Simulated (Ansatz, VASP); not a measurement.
# Two plane-wave programs on CoO

INCAR

```
ALGO = Normal
EDIFF = 1E-6
ENCUT = 520
GGA = PE
ISIF = 2
ISMEAR = 0
LASPH = T
LCHARG = F
LREAL = F
LWAVE = F
NBANDS = 14
NELM = 100
PREC = Accurate
SIGMA = 0.05
```

File KPOINTS:

```
k-points
0
Gamma
  14 14 14
```

Contents of POSCAR:

```
CoO
1.0
    0.0000000000      2.1245315500      2.1245315500
    2.1245315500      0.0000000000      2.1245315500
    2.1245315500      2.1245315500      0.0000000000
Co O
1 1
Direct
    0.0000000000      0.0000000000      0.0000000000
    0.5000000000      0.5000000000      0.5000000000
```

Input for Ansatz:

```yaml
crystal:
  lattice:
    - [0.0, 2.12453155, 2.12453155]
    - [2.12453155, 0.0, 2.12453155]
    - [2.12453155, 2.12453155, 0.0]
  atoms:
    - { symbol: Co, position: [0.0, 0.0, 0.0] }
    - { symbol: O, position: [0.5, 0.5, 0.5] }
basis:
  ecutwfc: 420
  ecutrho_ratio: 4
kpoints:
  mp_grid: { grid: [14, 14, 14] }
hamiltonian:
  xc: pbe
scf:
  occupations: { method: gaussian, width: 0.05 }
output:
  forces: true
  stress: true
  eigenvalues: true
```

Alike in both runs: task single point; functional PBE; k mesh 14 × 14 × 14; occupations gaussian, width 0.05 eV; no spin polarisation.

```csv
,VASP,Ansatz
version,VASP 6.6.1,Ansatz 0.2.0
potentials or method,"VASP PAW PBE potentials, release 64 (Co, O), cutoff 520 eV","scalar-relativistic, plane waves, PAW"
valence electrons in the cell,15,23
```

Ansatz gave:

- gap on the k mesh at the Fermi level (eV): none
- pressure (GPa): -18.6

Problem. Estimate VASP's values.

Solution. gap on the k mesh at the Fermi level (eV): none; pressure (GPa): -18.9.

A gap of «none» marks a metal or a gap that the smearing closes. The functional is the same, so the differences come from potentials, cutoffs and numerics. VASP's potentials hold 15 valence electrons a cell and Ansatz's 23, so a difference there can come from the potentials and not from the codes.
